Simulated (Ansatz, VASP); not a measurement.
## Two plane-wave programs on BeTe

```
Be Te
1.0
     0.00000    2.68323    2.68323
     2.68323    0.00000    2.68323
     2.68323    2.68323    0.00000
Be Te
1 1
Direct
  0.00000 0.00000 0.00000
  0.50000 0.50000 0.50000
```

Alike in both runs: task single point; functional PBE; k mesh 6 × 6 × 6; occupations fermi-dirac, width 0.02 eV; collinear spin.

```csv
,VASP,Ansatz
version,VASP 6.6.1,Ansatz 0.2.0
potentials or method,"VASP PAW PBE potentials, release 64 (Be, Te)",plane waves
plane-wave cutoff (eV),600,420
valence electrons in the cell,8,18
```

Ansatz gave:

* gap on the k mesh at the Fermi level (eV): none
* pressure (GPa): -0.3
* net moment per atom (μB): 0.00

Problem. Which values does VASP return?

Solution. gap on the k mesh at the Fermi level (eV): none; pressure (GPa): -0.2; net moment per atom (μB): 0.00.

A gap of «none» marks a metal or a gap that the smearing closes. VASP's potentials hold 8 valence electrons a cell and Ansatz's 18, so a difference there can come from the potentials and not from the codes. Ansatz's warnings: moment headroom below auto, seeded moment not kept.

Spin-orbit coupling is off throughout.
